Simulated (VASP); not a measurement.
Set up this calculation in VASP 6.6.1, as the native input.

- Task: single point
- Functional: PBEsol
- Potentials or basis: VASP PAW PBE potentials, release 64 (Si, Ni)
- Cutoff: 520 eV
- k mesh: 9 × 9 × 1
- Occupations: gaussian, width 0.1 eV
- Spin: no spin polarisation
- Dipole correction: yes
- Further INCAR settings: ALGO = Normal; EDIFF = 1e-06; NBANDS = 37

The structure of Si2Ni lies in POSCAR:

```
Si2Ni
1.0
    3.8123023665      0.0000000000      0.0000000000
   -1.9061511833      3.3015506963      0.0000000000
    0.0000000000      0.0000000000     24.7818296193
Si Ni
6 3
Direct
    0.0000000000      0.0000000000      0.3429932386
    0.3333333333      0.6666666667      0.4057959432
    0.6666666667      0.3333333333      0.4685986477
    0.0000000000      0.0000000000      0.5318943915
    0.3333333333      0.6666666667      0.5953271363
    0.6666666667      0.3333333333      0.6520622944
    0.6666666667      0.3333333333      0.3743945909
    0.3333333333      0.6666666667      0.5004116854
    0.0000000000      0.0000000000      0.6244129145
```

One way to write it, as run:

INCAR

```
SYSTEM = Si2Ni
PREC = Accurate
ENCUT = 520
EDIFF = 1E-6
ISMEAR = 0
SIGMA = 0.1
LREAL = .FALSE.
LASPH = .TRUE.
NELM = 80
ALGO = Normal
ISIF = 2
LWAVE = .FALSE.
LCHARG = .FALSE.
LDIPOL = .TRUE.
IDIPOL = 3
DIPOL = 0.5 0.5 0.500
GGA = PS
NBANDS = 37
```

KPOINTS

```
Automatic mesh
0
G
  9 9 1
  0 0 0
```

Potentials or basis: VASP PAW PBE potentials, release 64 (Si, Ni).

Command:

```bash
$ cat potpaw_PBE.64/Si/POTCAR potpaw_PBE.64/Ni/POTCAR > POTCAR
$ mpirun -np 1 vasp_std > vasp.out
```

It gave:

| Quantity | Value |
| --- | --- |
| Largest force | 0.681 eV/Å |
| Band gap on the k mesh | zero (band 27 reaches 2.28 eV, above the bottom of band 28 at 0.72 eV) |

Caveat: the PAW data sets were made with another functional, which shifts forces and pressure a little.

It took 9.7 min on 1 thread of Intel Xeon 6975P-C, with other jobs on the host, peak memory 0.45 GiB.
